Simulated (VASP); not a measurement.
Set up this calculation in VASP 6.6.1, as the native input.

```yaml
Task: single point
Functional: PBE
Potentials_or_basis: VASP PAW PBE potentials, release 64 (Cr_pv)
Cutoff: 520 eV
k_mesh: 11 × 11 × 11
Occupations: fermi-dirac, width 0.05 eV
Spin: collinear spin, antiferromagnetic start
Starting_moments: "[-3.0, 3.0] μB"
Dipole_correction: no
Further_INCAR_settings: ALGO = Normal; EDIFF = 1e-06; NBANDS = 23
```

The structure of Cr lies in POSCAR:

```
Cr
1.0
    2.9389084223      0.0000000000      0.0000000000
    0.0000000000      2.9389084223      0.0000000000
    0.0000000000      0.0000000000      2.9389084223
Cr
2
Direct
    0.0000000000      0.0000000000      0.0000000000
    0.5000000000      0.5000000000      0.5000000000
```

This cell differs from its parent crystal: volume scaled by 0.97.

These files were run (other wordings do the same):

INCAR

```
PREC = Accurate ; ENCUT = 520
EDIFF = 1E-6 ; ISMEAR = -1
SIGMA = 0.05 ; LREAL = F
LASPH = T ; NELM = 150
ALGO = Normal ; ISIF = 2
LWAVE = F ; LCHARG = T
ISPIN = 2 ; MAGMOM = -3 3
LORBIT = 11 ; LMAXMIX = 4
GGA = PE ; LELF = T
LVHAR = T ; NBANDS = 23
```

KPOINTS

```
Automatic mesh
0
Gamma
  11 11 11
```

Potentials or basis: VASP PAW PBE potentials, release 64 (Cr_pv).

Run with:

```bash
$ cat potpaw_PBE.64/Cr_pv/POTCAR > POTCAR
$ mpirun -np 1 vasp_std > vasp.out
```

Results of the run:

```yaml
Pressure: -10.7 GPa
Band_gap_on_the_k_mesh: zero (filled and empty bands overlap)
Net_moment: 0.00 μB per cell
Site_moments: Cr -1.60, +1.60 μB
Valence_electrons_inside_the_program's_atomic_spheres: Cr 10.88
```

Wall time 52 s on 1 thread of Intel Xeon 6975P-C (shared host), peak memory 0.18 GiB.
